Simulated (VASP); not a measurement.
Write the native input for VASP 6.6.1 that does the following.

```
Task                   : single point
Functional             : PBE
Dispersion             : D3(BJ)
Potentials or basis    : VASP PAW PBE potentials, release 64 (C, Si)
Cutoff                 : 520 eV
k mesh                 : 6 × 6 × 1
Occupations            : gaussian, width 0.05 eV
Spin                   : collinear spin
Starting moments       : [0.0, 0.0, 0.0, 0.0, 0.0, 0.0, 0.0, 0.0, 0.0, 0.0, 0.0, 0.0, 0.0, 0.0, 0.0, 0.0, 2.0] μB
Dipole correction      : yes
Further INCAR settings : LREAL = Auto; ALGO = Normal; EDIFF = 1e-07; NBANDS = 52
```

The structure of SiC16 lies in POSCAR:

```
SiC16
1.0
    4.9298676323      0.0000000000      0.0000000000
    0.0000000000      4.4224271195      0.0000000000
    0.0000000000      0.0000000000     22.6937497910
C Si
16 1
Direct
    0.2500000000      0.4155274488      0.1762599851
    0.7500000000      0.4155274488      0.1762599851
    0.0000000000      0.5195584910      0.2001803947
    0.5000000000      0.5195584910      0.2001803947
    0.0000000000      0.7272227621      0.2480852155
    0.5000000000      0.7272227621      0.2480852155
    0.2500000000      0.8312538043      0.2720056251
    0.7500000000      0.8312538043      0.2720056251
    0.2500000000      0.0442051686      0.3198734326
    0.7500000000      0.0442051686      0.3198734326
    0.0000000000      0.1500808487      0.3425973485
    0.5000000000      0.1500808487      0.3425973485
    0.0000000000      0.3779776253      0.3900566375
    0.5000000000      0.3779776253      0.3900566375
    0.2500000000      0.4764186278      0.4095290499
    0.7500000000      0.4764186278      0.4095290499
    0.5000000000      1.1430852945      0.5461305384
```

These files were run (other wordings do the same):

INCAR

```
PREC     = Accurate       # precision mode
ENCUT    = 520            # plane-wave cutoff, eV
EDIFF    = 1E-7           # SCF threshold, eV
ISMEAR   = 0              # smearing method
SIGMA    = 0.05           # smearing width, eV
LREAL    = Auto         
LASPH    = T              # aspherical terms in the spheres
NELM     = 150            # most SCF steps
ALGO     = Normal         # electronic algorithm
ISIF     = 2              # what is computed and relaxed
LWAVE    = F              # write WAVECAR
LCHARG   = T              # write CHGCAR
ISPIN    = 2              # spin polarisation
MAGMOM   = 0 0 0 0 0 0 0 0 0 0 0 0 0 0 0 0 2 # initial moments
LORBIT   = 11             # projections on sites
LDIPOL   = T            
IDIPOL   = 3            
DIPOL    = 0.5 0.5 0.310
GGA      = PE             # functional
IVDW     = 12             # dispersion correction
LELF     = T              # ELF
LVHAR    = T            
LVACPOTAV= T            
NBANDS   = 52             # bands
```

KPOINTS

```
Automatic mesh
0
Gamma
  6 6 1
```

Potentials or basis: VASP PAW PBE potentials, release 64 (C, Si).

Run with:

```bash
$ cat potpaw_PBE.64/C/POTCAR potpaw_PBE.64/Si/POTCAR > POTCAR
$ mpirun -np 1 vasp_std > vasp.out
```

It gave:

```json
{"Largest force": "3.076 eV/Å", "Net moment": "1.88 μB per cell", "Site moments": "C +0.01, +0.00, -0.00, +0.04, +0.02, +0.12 (each value once); Si +0.39 μB", "Valence electrons inside the program's atomic spheres": "C 2.44, 2.64, 2.63, 2.65, 2.61, 2.67, 2.52 (each value once); Si 1.46", "Dispersion energy per atom": "-0.122 eV"}
```

Caveat: a moment this small can come from the mesh or the smearing.

It took 110 min on 1 thread of Oxide Virtual Turin-like Processor, with other jobs on the host, peak memory 1 GiB.
